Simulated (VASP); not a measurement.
# KBr (P6_3/mmc) in VASP: further runs

KBr is run at these levels: r2SCAN; tasks: single point.

Everything below comes from runs of VASP 6.6.1. Logs are shortened: lines on timing, memory, paths and dates and some standing lists are left out, and cuts for length are marked.

## (1) The cell of the first run

Symmetry: P6_3/mmc, No. 194, hexagonal system. The conventional cell has a = 5.562 Å, b = 5.562 Å, c = 6.488 Å, α = 90.00°, β = 90.00°, γ = 120.00°. Within 4.2 Å of K (site symmetry -6m2) lie 5 Br at 3.21 to 3.24 Å. Br (site symmetry -6m2) has 5 K at 3.21 to 3.24 Å within 4.2 Å.

## (2) Single point, r2SCAN (43.45 Å³/atom)

Input file POSCAR:

```
KBr
1.0
    5.5618242407      0.0000000000      0.0000000000
   -2.7809121203      4.8166810838      0.0000000000
    0.0000000000      0.0000000000      6.4876252697
K Br
2 2
Direct
    0.3333333333      0.6666666667     -0.0625000000
    0.6666666667      0.3333333333      0.4375000000
    0.3333333333      0.6666666667      0.4375000000
    0.6666666667      0.3333333333      0.9375000000
```

Input file INCAR.step1:

```
SYSTEM = KBr
PREC     = Accurate       ! precision mode
ENCUT    = 520            ! plane-wave cutoff, eV
ISMEAR   = 0              ! smearing method
SIGMA    = 0.01           ! smearing width, eV
LREAL    = .FALSE.        ! projectors in reciprocal space
LASPH    = .TRUE.         ! aspherical terms in the spheres
NELM     = 80             ! most SCF steps
NBANDS   = 24             ! bands
GGA      = PE             ! functional
ALGO     = Normal         ! electronic algorithm
EDIFF    = 1E-4           ! SCF threshold, eV
LWAVE    = .TRUE.         ! write WAVECAR
LCHARG   = .FALSE.        ! write CHGCAR
```

Input file INCAR.step2:

```
SYSTEM = KBr
PREC     = Accurate       ! precision mode
ENCUT    = 520            ! plane-wave cutoff, eV
EDIFF    = 1E-7           ! SCF threshold, eV
ISMEAR   = 0              ! smearing method
SIGMA    = 0.01           ! smearing width, eV
LREAL    = .FALSE.        ! projectors in reciprocal space
LASPH    = .TRUE.         ! aspherical terms in the spheres
NELM     = 80             ! most SCF steps
ALGO     = Normal         ! electronic algorithm
ISIF     = 2              ! what is computed and relaxed
LWAVE    = .FALSE.        ! write WAVECAR
LCHARG   = .FALSE.        ! write CHGCAR
METAGGA  = R2SCAN         ! meta-GGA
LMIXTAU  = .TRUE.       
NBANDS   = 24             ! bands
ISTART   = 1
```

Input file KPOINTS:

```
Automatic mesh
0
G
  6 6 4
  0 0 0
```

Potentials or basis: VASP PAW PBE potentials, release 64 (K_sv, Br).

Started as:

```sh
$ cat potpaw_PBE.64/K_sv/POTCAR potpaw_PBE.64/Br/POTCAR > POTCAR
$ cp INCAR.step1 INCAR
$ mpirun -np 1 vasp_std > vasp.out
$ cp INCAR.step2 INCAR
$ mpirun -np 1 vasp_std > vasp.out
```

OUTCAR:

```text
SYSTEM = KBr
   PREC = Accurate
   ENCUT = 520
   EDIFF = 1E-7
   ISMEAR = 0
   LREAL = .FALSE.
   LASPH = .TRUE.
   NELM = 80
   ISIF = 2
   METAGGA = R2SCAN
   ISTART = 1

 ion  position               nearest neighbor table
   1  0.333  0.667  0.938-   4 3.21   4 3.21   4 3.21   3 3.24   3 3.24
   2  0.667  0.333  0.438-   3 3.21   3 3.21   3 3.21   4 3.24   4 3.24
   3  0.333  0.667  0.438-   2 3.21   2 3.21   2 3.21   1 3.24   1 3.24
   4  0.667  0.333  0.938-   1 3.21   1 3.21   1 3.21   2 3.24   2 3.24

  LATTYP: Found a hexagonal cell.
 ALAT       =     5.5618242407
 C/A-ratio  =     1.1664563620

  Lattice vectors:

 A1 = (   5.5618242407,   0.0000000000,   0.0000000000)
 A2 = (  -2.7809121203,   4.8166810838,   0.0000000000)
 A3 = (   0.0000000000,   0.0000000000,   6.4876252697)

Analysis of symmetry for initial positions (statically):
=====================================================================
 Subroutine PRICEL returns:
 Original cell was already a primitive cell.

 Routine SETGRP: Setting up the symmetry group for a
 hexagonal supercell.

 Subroutine GETGRP returns: Found 24 space group operations
 (whereof  6 operations were pure point group operations)
 out of a pool of 24 trial point group operations.

The static configuration has the point symmetry C_3v.
 The point group associated with its full space group is D_6h.

Analysis of symmetry for dynamics (positions and initial velocities):
=====================================================================
 Subroutine PRICEL returns:
 Original cell was already a primitive cell.

 Routine SETGRP: Setting up the symmetry group for a
 hexagonal supercell.

 Subroutine GETGRP returns: Found 24 space group operations
 (whereof  6 operations were pure point group operations)
 out of a pool of 24 trial point group operations.

The dynamic configuration has the point symmetry C_3v.
 The point group associated with its full space group is D_6h.

 Subroutine INISYM returns: Found 24 space group operations
 (whereof  6 operations are pure point group operations),
 and found     1 'primitive' translations

----------------------------------------------------------------------------------------

                                     Primitive cell

[... 86 lines left out ...]
   LSORBIT =      F    spin-orbit coupling
   LASPH  =      T    aspherical Exc in radial PAW
   ENCUT  =  520.0 eV  38.22 Ry    6.18 a.u.  10.34 10.34 12.06*2*pi/ulx,y,z
   NELM   =     80;   NELMIN=  2; NELMDL=  0     # of ELM steps
   EDIFF  = 0.1E-06   stopping-criterion for ELM
   LREAL  =      F    real-space projection
   EDIFFG = 0.1E-05   stopping-criterion for IOM
   NSW    =      0    number of steps for IOM
   IBRION =     -1    ionic relax: 0-MD 1-quasi-New 2-CG
   NFREE  =      0    steps in history (QN), initial steepest desc. (CG)
   ISIF   =      2    stress and relaxation
   ISYM   =      2    0-nonsym 1-usesym 2-fastsym
   POTIM  = 0.5000    time-step for ionic-motion
   TEBEG  =    0.0;   TEEND  =   0.0 temperature during run
   PSTRESS=    0.0 pullay stress
   NELECT =      32.0000    total number of electrons
   NUPDOWN=      -1.0000    fix difference up-down
   EMIN   =  10.00;   EMAX   =-10.00  energy-range for DOS
   EFERMI =   0.00;   METHOD = LEGACY
   ISMEAR =     0;   SIGMA  =   0.01  broadening in eV -4-tet -1-fermi 0-gaus
   EFERMI_NEDOS =   21; number of points for ismear=-14 and -15
   IALGO  =     38    algorithm
   IMIX   =      4    mixing-type and parameters
     AMIX     =   0.40;   BMIX     =  1.00
     AMIX_MAG =   1.60;   BMIX_MAG =  1.00
  volume/ion in A,a.u.               =      43.45       293.22
  Fermi-wavevector in a.u.,A,eV,Ry     =   0.931339  1.759976 11.801593  0.867393
  Thomas-Fermi vector in A             =   2.057822
   LORBIT       =      0    0 simple, 1 ext, 2 COOP (PROOUT), +10 PAW based schemes
   METAGGA = R2SCAN    functional components
   LHFCALC =     F    Hartree Fock is set to
   AEXX    =    0.0000 exact exchange contribution
   IVDW    =     0    specifies the selected vdW correction
   LEPSILON=     F    determine dielectric tensor
   LRPA    =     F    only Hartree local field effects (RPA)
 non-spin polarized calculation
 Gauss-broadening in eV      SIGMA  =   0.01
  energy-cutoff  :      520.00
  volume of cell :      173.80
 maximum number of plane-waves:      4728
 NGX is ok and might be reduce to    42
   NGX = 21   NGY = 21   NGZ = 25

 number of electron      32.0000006 magnetization

 Free energy of the ion-electron system (eV)
  ---------------------------------------------------
  ext. energy  EPLUGINS =         0.00000000
  ---------------------------------------------------
  free energy    TOTEN  =       -46.22073239 eV

  energy without entropy =      -46.22073239  energy(sigma->0) =      -46.22073239

 E-fermi :  -2.7507     XC(G=0):  -6.7562

 val. band max:       -2.8233446353   @ k =   0.0000   0.0000   0.0000
 cond. band min:       1.9791607334   @ k =   0.0000   0.0000   0.0000
 fundamental gap:      4.8025053687
 Fermi energy:        -2.7506819164

 k-point     1 :       0.0000    0.0000    0.0000
  band No.  band energies     occupation
      1     -31.7977      2.00000
      2     -31.7903      2.00000
      3     -15.5197      2.00000
      4     -15.4252      2.00000
      5     -14.5809      2.00000
      6     -14.5597      2.00000
[... 556 lines left out ...]
     23       6.6982      0.00000
     24       6.6982      0.00000

------------------------ aborting loop because EDIFF is reached ----------------------------------------

  FORCE on cell =-STRESS in cart. coord.  units (eV):
  Direction    XX          YY          ZZ          XY          YZ          ZX
  --------------------------------------------------------------------------------------
  -------------------------------------------------------------------------------------
  Total        0.4095279      0.4095279      0.5121764      0.0000000      0.0000000     -0.0000000
  in kB        3.7752280      3.7752280      4.7214917      0.0000000      0.0000000     -0.0000000
  external PRESSURE =       4.0906492 kB  Pullay stress =       0.0000000 kB

 VOLUME and BASIS-vectors are now :
 -----------------------------------------------------------------------------
  energy-cutoff  :      520.00
  volume of cell :      173.80
      direct lattice vectors                 reciprocal lattice vectors
     5.561824241  0.000000000  0.000000000     0.179797124  0.103805918  0.000000000
    -2.780912120  4.816681084  0.000000000     0.000000000  0.207611835  0.000000000
     0.000000000  0.000000000  6.487625270     0.000000000  0.000000000  0.154139606

 POSITION                                       TOTAL-FORCE (eV/Angst)
 -----------------------------------------------------------------------------------
     -0.00000      3.21112      6.08215        -0.000000      0.000000     -0.000000
      2.78091      1.60556      2.83834         0.000000     -0.000000      0.000000
     -0.00000      3.21112      2.83834         0.000000     -0.000000     -0.000000
      2.78091      1.60556      6.08215        -0.000000      0.000000     -0.000000
 -----------------------------------------------------------------------------------
    total drift:                               -0.000000      0.000000      0.000000

  FREE ENERGIE OF THE ION-ELECTRON SYSTEM (eV)
  ---------------------------------------------------
  free  energy   TOTEN  =       -46.2207323870 eV

  energy  without entropy=      -46.2207323870  energy(sigma->0) =      -46.22073239
```

OUTCAR.step1:

```text
SYSTEM = KBr
   PREC = Accurate
   ENCUT = 520
   ISMEAR = 0
   LREAL = .FALSE.
   LASPH = .TRUE.
   NELM = 80
[... 792 lines left out ...]
      2.78091      1.60556      2.83834        -0.000000      0.000000      0.000000
     -0.00000      3.21112      2.83834         0.000000      0.000000      0.000000
      2.78091      1.60556      6.08215        -0.000000      0.000000      0.000000
 -----------------------------------------------------------------------------------
    total drift:                               -0.000000      0.000000      0.000000

  FREE ENERGIE OF THE ION-ELECTRON SYSTEM (eV)
  ---------------------------------------------------
  free  energy   TOTEN  =       -12.2534518323 eV

  energy  without entropy=      -12.2534518323  energy(sigma->0) =      -12.25345183
```

OSZICAR.step1:

```text
N       E                     dE             d eps       ncg     rms          rms(c)
DAV:   1     0.234859917664E+03    0.23486E+03   -0.13514E+04  1008   0.112E+03
DAV:   2     0.928928892212E+01   -0.22557E+03   -0.21275E+03  1224   0.289E+02
DAV:   3    -0.121951702123E+02   -0.21484E+02   -0.21392E+02  1664   0.762E+01
DAV:   4    -0.127549962303E+02   -0.55983E+00   -0.55860E+00  1464   0.128E+01
DAV:   5    -0.127786416960E+02   -0.23645E-01   -0.23645E-01  1520   0.172E+00    0.466E+00
DAV:   6    -0.122762936461E+02    0.50235E+00   -0.72001E-01  1208   0.315E+00    0.330E+00
DAV:   7    -0.122153676291E+02    0.60926E-01   -0.42537E-01  1304   0.257E+00    0.156E+00
DAV:   8    -0.122466362100E+02   -0.31269E-01   -0.62623E-02  1232   0.135E+00    0.382E-01
DAV:   9    -0.122476146967E+02   -0.97849E-03   -0.15263E-03  1336   0.196E-01    0.232E-01
DAV:  10    -0.122533973285E+02   -0.57826E-02   -0.59229E-03  1024   0.332E-01    0.111E-01
DAV:  11    -0.122534518323E+02   -0.54504E-04   -0.17031E-04  1152   0.766E-02
   1 F= -.12253452E+02 E0= -.12253452E+02  d E =-.235788E-30
```

It took 5.9 min on 1 thread of Intel Xeon Platinum 8124M at 3.00GHz (Skylake/Cascade Lake), shared host; peak memory 0.35 GiB.

Results:

```yaml
Free_energy: -46.2207 eV
Pressure: 0.4 GPa
Band_gap_on_the_k_mesh: 4.80 eV
```

Stress tensor (GPa, compression positive):
```
0.38 0.00 0.00
0.00 0.38 0.00
0.00 0.00 0.47
```

Caveat: the structure was generated, so it needn't be the stable form of KBr; the PAW data sets were made with another functional, which shifts forces and pressure a little.

## (3) Single point, r2SCAN

This run uses another cell than the first one, of 44.79 Å³/atom.

Input file POSCAR:

```
KBr
1.0
    5.6185814693      0.0000000000      0.0000000000
   -2.8092907347      4.8658342857      0.0000000000
    0.0000000000      0.0000000000      6.5538301001
K Br
2 2
Direct
    0.3333333333      0.6666666667     -0.0625000000
    0.6666666667      0.3333333333      0.4375000000
    0.3333333333      0.6666666667      0.4375000000
    0.6666666667      0.3333333333      0.9375000000
```

Edit INCAR.step1 of step 2 so:

```diff
@@ -7,3 +7,3 @@
 LASPH    = .TRUE.         ! aspherical terms in the spheres
-NELM     = 80             ! most SCF steps
+NELM     = 100            ! most SCF steps
 NBANDS   = 24             ! bands
```

Input file INCAR.step2:

```
SYSTEM = KBr
PREC     = Accurate       ! precision mode
ENCUT    = 520            ! plane-wave cutoff, eV
EDIFF    = 1E-6           ! SCF threshold, eV
ISMEAR   = 0              ! smearing method
SIGMA    = 0.01           ! smearing width, eV
LREAL    = .FALSE.        ! projectors in reciprocal space
LASPH    = .TRUE.         ! aspherical terms in the spheres
NELM     = 100            ! most SCF steps
ALGO     = Normal         ! electronic algorithm
ISIF     = 2              ! what is computed and relaxed
LWAVE    = .FALSE.        ! write WAVECAR
LCHARG   = .TRUE.         ! write CHGCAR
METAGGA  = R2SCAN         ! meta-GGA
LMIXTAU  = .TRUE.       
LELF     = .TRUE.         ! ELF
LVHAR    = .TRUE.       
NBANDS   = 24             ! bands
ISTART   = 1
```

KPOINTS is that of step 2.

Potentials or basis: VASP PAW PBE potentials, release 64 (K_sv, Br).

Started as:

```sh
$ cat potpaw_PBE.64/K_sv/POTCAR potpaw_PBE.64/Br/POTCAR > POTCAR
$ cp INCAR.step1 INCAR
$ mpirun -np 1 vasp_std > vasp.out
$ cp INCAR.step2 INCAR
$ mpirun -np 1 vasp_std > vasp.out
```

It took 4.8 min on 1 thread of Intel Xeon Platinum 8124M at 3.00GHz (Skylake/Cascade Lake), shared host; peak memory 0.35 GiB.

Results (log left out):

| Item | Value |
| --- | --- |
| Free energy | -46.2283 eV |
| Pressure | 0.0 GPa |
| Band gap on the k mesh | 4.77 eV |

Levels at points of the mesh, in eV from the valence-band top:
| k point | band 12 | band 13 | band 14 | band 15 | band 16 | band 17 | band 18 | band 19 | band 20 | band 21 |
| --- | --- | --- | --- | --- | --- | --- | --- | --- | --- | --- |
| (0.00, 0.00, 0.00) | -0.48 | -0.48 | -0.29 | -0.29 | 0.00 | 4.77 | 7.83 | 8.08 | 8.08 | 8.94 |
| (0.50, 0.00, 0.00) | -0.51 | -0.47 | -0.45 | -0.25 | -0.15 | 6.46 | 7.19 | 7.21 | 7.45 | 8.61 |
| (0.00, 0.00, 0.50) | -0.63 | -0.40 | -0.40 | -0.40 | -0.40 | 6.03 | 6.03 | 9.08 | 9.08 | 9.08 |
| (0.50, 0.00, 0.50) | -0.90 | -0.35 | -0.35 | -0.27 | -0.27 | 6.76 | 6.76 | 8.61 | 8.61 | 8.85 |

Caveat: the structure was generated, so it needn't be the stable form of KBr; the PAW data sets were made with another functional, which shifts forces and pressure a little. A k mesh can miss the band edges.

## (4) Single point, r2SCAN

This run uses another cell than the first one, of 44.79 Å³/atom.

POSCAR is that of step 3.

Input file INCAR.step1:

```
PREC = Accurate
ENCUT = 520
ISMEAR = 0
SIGMA = 0.01
LREAL = F
LASPH = T
NELM = 60
NBANDS = 24
GGA = PE
ALGO = Normal
EDIFF = 1E-4
LWAVE = T
LCHARG = F
```

Input file INCAR.step2:

```
PREC = Accurate
ENCUT = 520
EDIFF = 1E-7
ISMEAR = 0
SIGMA = 0.01
LREAL = F
LASPH = T
NELM = 60
ALGO = Normal
ISIF = 2
LWAVE = F
LCHARG = F
METAGGA = R2SCAN
LMIXTAU = T
NBANDS = 24
ISTART = 1
```

Input file KPOINTS:

```
Automatic mesh
0
Gamma
  6 6 4
```

Started as:

```sh
$ cat potpaw_PBE.64/K_sv/POTCAR potpaw_PBE.64/Br/POTCAR > POTCAR
$ cp INCAR.step1 INCAR
$ mpirun -np 1 vasp_std > vasp.out
$ cp INCAR.step2 INCAR
$ mpirun -np 1 vasp_std > vasp.out
```

Run time: 5.5 min. Hardware: 1 thread of Intel Xeon Platinum 8124M at 3.00GHz (Skylake/Cascade Lake), shared host; peak memory 0.36 GiB.

Results (log left out):

- Free energy: -46.2283 eV
- Pressure: 0.0 GPa
- Band gap on the k mesh: 4.77 eV

Levels at points of the mesh, in eV from the valence-band top:
| k point | band 14 | band 15 | band 16 | band 17 | band 18 | band 19 |
| --- | --- | --- | --- | --- | --- | --- |
| (0.00, 0.00, 0.00) | -0.29 | -0.29 | 0.00 | 4.77 | 7.83 | 8.08 |
| (0.50, 0.00, 0.00) | -0.45 | -0.25 | -0.15 | 6.46 | 7.19 | 7.21 |
| (0.00, 0.00, 0.50) | -0.40 | -0.40 | -0.40 | 6.03 | 6.03 | 9.08 |
| (0.50, 0.00, 0.50) | -0.35 | -0.27 | -0.27 | 6.76 | 6.76 | 8.61 |

Caveat: the structure was generated, so it needn't be the stable form of KBr; the PAW data sets were made with another functional, which shifts forces and pressure a little. A k mesh can miss the band edges.
